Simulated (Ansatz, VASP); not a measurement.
## One calculation of Al2H, two programs

```
CELL_PARAMETERS angstrom
4.41443 0.00000 0.00000
0.00000 4.88058 0.00000
0.00000 0.00000 2.93021
ATOMIC_POSITIONS crystal
Al 0.25295 0.65875 0.00000
Al 0.74705 0.34125 0.00000
Al 0.24705 0.15875 0.50000
Al 0.75295 0.84125 0.50000
H 0.00000 0.00000 0.00000
H 0.50000 0.50000 0.50000
```

Change from the starting cell: species swapped into the Fe2C type (Pnnm, No. 58).

Alike in both runs: task relaxation of cell and atoms; functional PBE; k mesh 4 × 4 × 6; occupations gaussian, width 0.1 eV; no spin polarisation.

|  | VASP | Ansatz |
| --- | --- | --- |
| version | VASP 6.6.1 | Ansatz 0.2.0 |
| potentials or method | VASP PAW PBE potentials, release 64 (Al, H), cutoff 600 eV | scalar-relativistic, plane waves, PAW |
| valence electrons in the cell | 14 | 14 |

Ansatz gave:

| Item | Value |
| --- | --- |
| gap on the k mesh at the Fermi level, each at its own relaxed structure (eV) | none |
| relaxed volume (Å³/atom) | 11.99 |
| relaxed length of the cell vector where the two differ most in proportion (Å) | 5.028 |

What did VASP give for the same quantities?

gap on the k mesh at the Fermi level, each at its own relaxed structure (eV): none; relaxed volume (Å³/atom): 12.04; relaxed length of the cell vector where the two differ most in proportion (Å): 5.048.

A gap of «none» marks a metal or a gap that the smearing closes.
